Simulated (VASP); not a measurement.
# Zr (Fd-3m) in VASP: notebook

Zr is run at these levels: PBE; tasks: single point, relaxation of cell and atoms.

Program: VASP 6.6.1. These are calculated values, not measurements. Logs are shortened: lines on timing, memory, paths and dates and some standing lists are left out, and cuts for length are marked.

## Step 1: The cell of the first run

It takes space group Fd-3m (No. 227, cubic). Conventional cell: a = 6.282 Å, b = 6.282 Å, c = 6.282 Å, α = 90.00°, β = 90.00°, γ = 90.00°. Zr (site symmetry -43m) has 4 Zr at 2.72 Å within 3.6 Å.

This isn't the form of Zr at room conditions, which is hcp.

## Step 2: Single point, PBE (31.00 Å³/atom)

Input file INCAR:

```
PREC = Accurate
ENCUT = 520
EDIFF = 1E-6
ISMEAR = -1
SIGMA = 0.08
LREAL = F
LASPH = T
NELM = 100
ALGO = Normal
ISIF = 2
LWAVE = F
LCHARG = F
GGA = PE
NBANDS = 19
```

Input file KPOINTS:

```
regular mesh
0
Gamma
  11 11 11
```

Input file POSCAR:

```
Zr
1.0
    0.0000000000      3.1412364839      3.1412364839
    3.1412364839      0.0000000000      3.1412364839
    3.1412364839      3.1412364839      0.0000000000
Zr
2
Direct
   -0.1250000000     -0.1250000000     -0.1250000000
    0.1250000000      0.1250000000      0.1250000000
```

Potentials or basis: VASP PAW PBE potentials, release 64 (Zr_sv).

On the command line:

```bash
> cat potpaw_PBE.64/Zr_sv/POTCAR > POTCAR
> mpirun -np 1 vasp_std > vasp.out
```

OUTCAR:

```text
PREC = Accurate
   ENCUT = 520
   EDIFF = 1E-6
   ISMEAR = -1
   LREAL = F
   LASPH = T
   NELM = 100
   ISIF = 2
   GGA = PE

 ion  position               nearest neighbor table
   1  0.875  0.875  0.875-   2 2.72   2 2.72   2 2.72   2 2.72
   2  0.125  0.125  0.125-   1 2.72   1 2.72   1 2.72   1 2.72

  LATTYP: Found a face centered cubic cell.
 ALAT       =     6.2824729678

  Lattice vectors:

 A1 = (   0.0000000000,   3.1412364839,   3.1412364839)
 A2 = (   3.1412364839,   0.0000000000,   3.1412364839)
 A3 = (   3.1412364839,   3.1412364839,   0.0000000000)

Analysis of symmetry for initial positions (statically):
=====================================================================
 Subroutine PRICEL returns:
 Original cell was already a primitive cell.

 Routine SETGRP: Setting up the symmetry group for a
 face centered cubic supercell.

 Subroutine GETGRP returns: Found 48 space group operations
 (whereof 12 operations were pure point group operations)
 out of a pool of 48 trial point group operations.

The static configuration has the point symmetry D_3d.
 The point group associated with its full space group is O_h .

Analysis of symmetry for dynamics (positions and initial velocities):
=====================================================================
 Subroutine PRICEL returns:
 Original cell was already a primitive cell.

 Routine SETGRP: Setting up the symmetry group for a
 face centered cubic supercell.

 Subroutine GETGRP returns: Found 48 space group operations
 (whereof 12 operations were pure point group operations)
 out of a pool of 48 trial point group operations.

The dynamic configuration has the point symmetry D_3d.
 The point group associated with its full space group is O_h .

 Subroutine INISYM returns: Found 48 space group operations
 (whereof 12 operations are pure point group operations),
 and found     1 'primitive' translations

----------------------------------------------------------------------------------------

                                     Primitive cell

  volume of cell :      61.9915

  direct lattice vectors                    reciprocal lattice vectors
     0.000000000  3.141236484  3.141236484    -0.159172989  0.159172989  0.159172989
     3.141236484  0.000000000  3.141236484     0.159172989 -0.159172989  0.159172989
     3.141236484  3.141236484  0.000000000     0.159172989  0.159172989 -0.159172989

  length of vectors
     4.442379238  4.442379238  4.442379238     0.275695704  0.275695704  0.275695704

  position of ions in fractional coordinates (direct lattice)
     0.875000000  0.875000000  0.875000000
     0.125000000  0.125000000  0.125000000

  ion indices of the primitive-cell ions
   primitive index   ion index
                 1           1
                 2           2

----------------------------------------------------------------------------------------

 KPOINTS: regular mesh

Automatic generation of k-mesh.
 Grid dimensions read from file:
 generate k-points for:   11   11   11

 Generating k-lattice:

  Cartesian coordinates                     Fractional coordinates (reciprocal lattice)
    -0.014470272  0.014470272  0.014470272     0.090909091  0.000000000  0.000000000
     0.014470272 -0.014470272  0.014470272     0.000000000  0.090909091  0.000000000
     0.014470272  0.014470272 -0.014470272     0.000000000  0.000000000  0.090909091

  Length of vectors
     0.025063246  0.025063246  0.025063246

  Shift w.r.t. Gamma in fractional coordinates (k-lattice)
     0.000000000  0.000000000  0.000000000

 Subroutine IBZKPT returns following result:
 ===========================================

 Found     56 irreducible k-points:

 Following reciprocal coordinates:
            Coordinates               Weight
  0.000000  0.000000  0.000000      1.000000
  0.090909  0.000000  0.000000      8.000000
  0.181818  0.000000  0.000000      8.000000
  0.272727  0.000000  0.000000      8.000000
  0.363636  0.000000  0.000000      8.000000
  0.454545  0.000000  0.000000      8.000000
[... 16 lines left out ...]
 -0.272727  0.181818  0.000000     24.000000
 -0.181818  0.181818  0.000000     12.000000
 [... further k-points ...]
   k-points           NKPTS =     56   k-points in BZ     NKDIM =     56   number of bands    NBANDS=     19
   number of dos      NEDOS =    301   number of ions     NIONS =      2
   total plane-waves  NPLWV =  46656
   dimension x,y,z NGX =    36 NGY =   36 NGZ =   36
   dimension x,y,z NGXF=    72 NGYF=   72 NGZF=   72
   ions per type =               2
   NGX,Y,Z   is equivalent  to a cutoff of  13.47, 13.47, 13.47 a.u.
   NGXF,Y,Z  is equivalent  to a cutoff of  26.94, 26.94, 26.94 a.u.
 SYSTEM =  unknown system
   PREC   = accura    normal or accurate (medium, high low for compatibility)
   ISTART =      0    job   : 0-new  1-cont  2-samecut
   ICHARG =      2    charge: 1-file 2-atom 10-const
   ISPIN  =      1    spin polarized calculation?
   LNONCOLLINEAR =      F non collinear calculations
   LSORBIT =      F    spin-orbit coupling
   LASPH  =      T    aspherical Exc in radial PAW
   ENCUT  =  520.0 eV  38.22 Ry    6.18 a.u.   8.26  8.26  8.26*2*pi/ulx,y,z
   NELM   =    100;   NELMIN=  2; NELMDL= -5     # of ELM steps
   EDIFF  = 0.1E-05   stopping-criterion for ELM
   LREAL  =      F    real-space projection
[... 7 lines left out ...]
   TEBEG  =    0.0;   TEEND  =   0.0 temperature during run
   PSTRESS=    0.0 pullay stress
   NELECT =      24.0000    total number of electrons
   NUPDOWN=      -1.0000    fix difference up-down
   EMIN   =  10.00;   EMAX   =-10.00  energy-range for DOS
   EFERMI =   0.00;   METHOD = LEGACY
   ISMEAR =    -1;   SIGMA  =   0.08  broadening in eV -4-tet -1-fermi 0-gaus
   EFERMI_NEDOS =   21; number of points for ismear=-14 and -15
   IALGO  =     38    algorithm
   IMIX   =      4    mixing-type and parameters
     AMIX     =   0.40;   BMIX     =  1.00
     AMIX_MAG =   1.60;   BMIX_MAG =  1.00
  volume/ion in A,a.u.               =      31.00       209.17
  Fermi-wavevector in a.u.,A,eV,Ry     =   1.193167  2.254759 19.369904  1.423648
  Thomas-Fermi vector in A             =   2.329188
   LORBIT       =      0    0 simple, 1 ext, 2 COOP (PROOUT), +10 PAW based schemes
   GGA     = PE    functional components
   LHFCALC =     F    Hartree Fock is set to
   AEXX    =    0.0000 exact exchange contribution
   IVDW    =     0    specifies the selected vdW correction
   LEPSILON=     F    determine dielectric tensor
   LRPA    =     F    only Hartree local field effects (RPA)
 non-spin polarized calculation
  energy-cutoff  :      520.00
  volume of cell :       61.99
 maximum number of plane-waves:      1687
 NGX is ok and might be reduce to    36
   NGX = 17   NGY = 17   NGZ = 17

 number of electron      24.0000000 magnetization

 Free energy of the ion-electron system (eV)
  ---------------------------------------------------
  ext. energy  EPLUGINS =         0.00000000
  ---------------------------------------------------
  free energy    TOTEN  =       -12.28355342 eV

  energy without entropy =      -12.17948656  energy(sigma->0) =      -12.23151999

 E-fermi :   5.5682     XC(G=0):  -9.5218

 val. band max:        5.5680014433   @ k =   0.3636   0.2727   0.0000
 cond. band min:       5.5722519169   @ k =   0.3636   0.1818   0.0000
 fundamental gap:      0.0042504737
 Fermi energy:         5.5681546512

 k-point     1 :       0.0000    0.0000    0.0000
  band No.  band energies     occupation
      1     -43.3319      2.00000
      2     -42.7706      2.00000
      3     -21.6707      2.00000
      4     -21.6707      2.00000
      5     -21.6707      2.00000
      6     -20.6944      2.00000
[... 11 lines left out ...]
     18      11.0021      0.00000
     19      11.0021      0.00000

 k-point     2 :       0.0909    0.0000    0.0000
  band No.  band energies     occupation
      1     -43.3237      2.00000
      2     -42.7794      2.00000
      3     -21.6810      2.00000
      4     -21.6810      2.00000
      5     -21.6705      2.00000
      6     -20.6950      2.00000
[... 11 lines left out ...]
     18      10.9744      0.00000
     19      10.9744      0.00000

 k-point     3 :       0.1818    0.0000    0.0000
  band No.  band energies     occupation
      1     -43.3003      2.00000
      2     -42.8044      2.00000
      3     -21.7074      2.00000
      4     -21.7074      2.00000
      5     -21.6702      2.00000
      6     -20.6959      2.00000
[... 11 lines left out ...]
     18      10.8833      0.00000
     19      10.8833      0.00000

 k-point     4 :       0.2727    0.0000    0.0000
  band No.  band energies     occupation
      1     -43.2654      2.00000
      2     -42.8412      2.00000
      3     -21.7399      2.00000
      4     -21.7399      2.00000
      5     -21.6709      2.00000
      6     -20.6960      2.00000
[... 11 lines left out ...]
     18      10.7074      0.00000
     19      10.7074      0.00000

 k-point     5 :       0.3636    0.0000    0.0000
  band No.  band energies     occupation
      1     -43.2270      2.00000
      2     -42.8815      2.00000
      3     -21.7680      2.00000
      4     -21.7680      2.00000
      5     -21.6726      2.00000
      6     -20.6948      2.00000
[... 11 lines left out ...]
     18      10.4341      0.00000
     19      10.4341      0.00000

 k-point     6 :       0.4545    0.0000    0.0000
  band No.  band energies     occupation
      1     -43.1992      2.00000
      2     -42.9104      2.00000
      3     -21.7840      2.00000
      4     -21.7840      2.00000
      5     -21.6741      2.00000
      6     -20.6935      2.00000
[... 11 lines left out ...]
     18      10.1484      0.00000
     19      10.1484      0.00000

 k-point     7 :       0.0909    0.0909    0.0000
  band No.  band energies     occupation
      1     -43.3209      2.00000
      2     -42.7824      2.00000
      3     -21.6933      2.00000
      4     -21.6933      2.00000
      5     -21.6513      2.00000
      6     -20.7156      2.00000
[... 11 lines left out ...]
     18      10.8064      0.00000
     19      11.0999      0.00000

 k-point     8 :       0.1818    0.0909    0.0000
  band No.  band energies     occupation
      1     -43.3023      2.00000
      2     -42.8022      2.00000
      3     -21.7210      2.00000
      4     -21.7199      2.00000
      5     -21.6355      2.00000
      6     -20.7324      2.00000
[... 256 lines left out ...]
 k-point    20 :       0.4545    0.1818    0.0000
  band No.  band energies     occupation
      1     -43.1869      2.00000
      2     -42.9231      2.00000
      3     -21.8613      2.00000
      4     -21.8220      2.00000
      5     -21.5117      2.00000
      6     -20.8555      2.00000
[... 11 lines left out ...]
     18       9.7096      0.00000
     19      10.5884      0.00000

 k-point    21 :      -0.4545    0.1818    0.0000
  band No.  band energies     occupation
      1     -43.1664      2.00000
      2     -42.9442      2.00000
      3     -21.8826      2.00000
      4     -21.8190      2.00000
      5     -21.5085      2.00000
      6     -20.8558      2.00000
[... 11 lines left out ...]
     18       9.9594      0.00000
     19      10.2547      0.00000

 k-point    22 :      -0.3636    0.1818    0.0000
  band No.  band energies     occupation
      1     -43.1790      2.00000
      2     -42.9313      2.00000
      3     -21.8823      2.00000
      4     -21.8003      2.00000
      5     -21.5254      2.00000
      6     -20.8376      2.00000
[... 11 lines left out ...]
     18       9.3059      0.00000
     19      10.7954      0.00000

 k-point    23 :      -0.2727    0.1818    0.0000
  band No.  band energies     occupation
      1     -43.2140      2.00000
      2     -42.8950      2.00000
      3     -21.8586      2.00000
      4     -21.7705      2.00000
      5     -21.5592      2.00000
      6     -20.8044      2.00000
[... 11 lines left out ...]
     18       9.4183      0.00000
     19      11.0960      0.00000

 k-point    24 :      -0.1818    0.1818    0.0000
  band No.  band energies     occupation
      1     -43.2522      2.00000
      2     -42.8551      2.00000
      3     -21.8144      2.00000
      4     -21.7382      2.00000
      5     -21.6015      2.00000
      6     -20.7634      2.00000
[... 11 lines left out ...]
     18       9.9476      0.00000
     19      11.1744      0.00000

 [... further k-points ...]

------------------------ aborting loop because EDIFF is reached ----------------------------------------

  FORCE on cell =-STRESS in cart. coord.  units (eV):
  Direction    XX          YY          ZZ          XY          YZ          ZX
  --------------------------------------------------------------------------------------
  -------------------------------------------------------------------------------------
  Total        0.0308138      0.0308138      0.0308138      0.0000000     -0.0000000     -0.0000000
  in kB        0.7963869      0.7963869      0.7963869      0.0000000     -0.0000000     -0.0000000
  external PRESSURE =       0.7963869 kB  Pullay stress =       0.0000000 kB

 VOLUME and BASIS-vectors are now :
 -----------------------------------------------------------------------------
  energy-cutoff  :      520.00
  volume of cell :       61.99
      direct lattice vectors                 reciprocal lattice vectors
     0.000000000  3.141236484  3.141236484    -0.159172989  0.159172989  0.159172989
     3.141236484  0.000000000  3.141236484     0.159172989 -0.159172989  0.159172989
     3.141236484  3.141236484  0.000000000     0.159172989  0.159172989 -0.159172989

 POSITION                                       TOTAL-FORCE (eV/Angst)
 -----------------------------------------------------------------------------------
      5.49716      5.49716      5.49716        -0.000000     -0.000000     -0.000000
      0.78531      0.78531      0.78531         0.000000      0.000000      0.000000
 -----------------------------------------------------------------------------------
    total drift:                               -0.000000      0.000000      0.000000

  FREE ENERGIE OF THE ION-ELECTRON SYSTEM (eV)
  ---------------------------------------------------
  free  energy   TOTEN  =       -12.2835534199 eV

  energy  without entropy=      -12.1794865644  energy(sigma->0) =      -12.23151999
```

Run time: 29 s. Hardware: 1 thread of Intel Xeon 6975P-C (Granite Rapids), shared host; peak memory 0.21 GiB.

What came out:

* Free energy: -12.2836 eV
* Pressure: 0.1 GPa
* Band gap on the k mesh: zero (bands 12 and 13 overlap by 0.17 eV)

[end of part 1 of 2]
